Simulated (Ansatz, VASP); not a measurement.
## KBr in VASP and in Ansatz

File POSCAR:

```
KBr
1.0
    3.9762553130      0.0000000000      0.0000000000
    0.0000000000      3.9762553130      0.0000000000
    0.0000000000      0.0000000000      3.9762553130
K Br
1 1
Direct
    0.0000000000      0.0000000000      0.0000000000
    0.5000000000      0.5000000000      0.5000000000
```

The input INCAR.step1:

```
SYSTEM = KBr
ALGO = Normal
EDIFF = 1E-4
ENCUT = 520
GGA = PE
ISMEAR = 0
LASPH = .TRUE.
LCHARG = .FALSE.
LREAL = .FALSE.
LWAVE = .TRUE.
NBANDS = 15
NELM = 100
PREC = Accurate
SIGMA = 0.01
```

Contents of INCAR.step2:

```
SYSTEM = KBr
ALGO = Normal
EDIFF = 1E-6
ENCUT = 520
ISIF = 2
ISMEAR = 0
ISTART = 1
LASPH = .TRUE.
LCHARG = .FALSE.
LMIXTAU = .TRUE.
LREAL = .FALSE.
LWAVE = .FALSE.
METAGGA = R2SCAN
NBANDS = 15
NELM = 100
PREC = Accurate
SIGMA = 0.01
```

File KPOINTS:

```
k-points
0
G
  4 4 4
  0 0 0
```

Input for Ansatz:

```yaml
crystal:
  lattice:
    - [3.976255313, 0.0, 0.0]
    - [0.0, 3.976255313, 0.0]
    - [0.0, 0.0, 3.976255313]
  atoms:
    - { symbol: K, position: [0.0, 0.0, 0.0] }
    - { symbol: Br, position: [0.5, 0.5, 0.5] }
kpoints:
  mp_grid: { grid: [4, 4, 4] }
hamiltonian:
  xc: r2scan
scf:
  occupations: { method: fixed }
output:
  optics:
    e_range: [0, 10]
    de: 0.1
    sigma: 0.4
    scissors: 0
    scheme: fermi_dirac
    bands: auto
```

Alike in both runs: task single point; functional r2SCAN; k mesh 4 × 4 × 4; no spin polarisation.

|  | VASP | Ansatz |
| --- | --- | --- |
| version | VASP 6.6.1 | Ansatz 0.2.0 |
| potentials or method | VASP PAW PBE potentials, release 64 (K_sv, Br) | plane waves, PAW |
| plane-wave cutoff (eV) | 520 | 500 |
| occupations | gaussian, width 0.01 eV | fixed |
| valence electrons in the cell | 16 | 16 |

Ansatz gave:

* gap on the k mesh at the Fermi level (eV): 4.76

Problem. What did VASP give for the same quantities?

Solution. gap on the k mesh at the Fermi level (eV): 4.77.

VASP's potentials were made for PBE, not for r2SCAN.
